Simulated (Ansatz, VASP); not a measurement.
AlNi in VASP and in Ansatz

INCAR

```
ALGO = Fast
EDIFF = 1E-7
ENCUT = 520
GGA = PE
ISIF = 2
ISMEAR = 0
LASPH = T
LCHARG = T
LELF = T
LREAL = F
LVHAR = T
LWAVE = F
NBANDS = 14
NELM = 100
PREC = Accurate
SIGMA = 0.15
```

KPOINTS

```
k-points
0
Gamma
  16 16 16
```

Contents of POSCAR:

```
AlNi
1.0
    2.8927237805      0.0000000000      0.0000000000
    0.0000000000      2.8927237805      0.0000000000
    0.0000000000      0.0000000000      2.8927237805
Al Ni
1 1
Direct
   -0.0345694949     -0.0207416969      0.0000000000
    0.5158917043      0.5095350226      0.5000000000
```

Input for Ansatz:

```yaml
crystal:
  lattice:
    - [2.8927237805, 0.0, 0.0]
    - [0.0, 2.8927237805, 0.0]
    - [0.0, 0.0, 2.8927237805]
  atoms:
    - { symbol: Al, position: [-0.0345694949, -0.0207416969, 0.0] }
    - { symbol: Ni, position: [0.5158917043, 0.5095350226, 0.5] }
basis:
  ecutwfc: 520.0
kpoints:
  mp_grid: { grid: [16, 16, 16] }
hamiltonian:
  xc: pbe
  pseudopotentials: { kind: paw, azcp: { folder: soft_1 } }
scf:
  occupations: { method: gaussian, width: 0.15 }
output:
  forces: true
  stress: true
  eigenvalues: true
```

Change from the starting cell: mode 4 frozen in at -0.100 Å and mode 5 at -0.060 Å (largest displacements).

Alike in both runs: task single point; functional PBE; k mesh 16 × 16 × 16; occupations gaussian, width 0.15 eV; no spin polarisation.

|  | VASP | Ansatz |
| --- | --- | --- |
| version | VASP 6.6.1 | Ansatz 0.2.0 |
| potentials or method | VASP PAW PBE potentials, release 64 (Al, Ni), cutoff 520 eV | scalar-relativistic, plane waves, PAW |
| valence electrons in the cell | 13 | 21 |

|  | VASP | Ansatz | Ansatz less VASP |
| --- | --- | --- | --- |
| gap on the k mesh at the Fermi level (eV) | none | none | - |
| pressure (GPa) | 1.9 | 1.8 | -0.07 |
| traceless stress, the component that is largest in VASP (GPa) | 1.77 | 1.75 | -0.016 |
| rms of the force components (eV/Å) | 0.582 | 0.578 | -0.0037 |

Atom by atom the forces differ by 0.004 eV/Å (rms over components). A gap of «none» marks a metal or a gap that the smearing closes. With one functional, cell and mesh, what is left measures potentials, basis and numerics. VASP's potentials hold 13 valence electrons a cell and Ansatz's 21, so a difference there can come from the potentials and not from the codes.
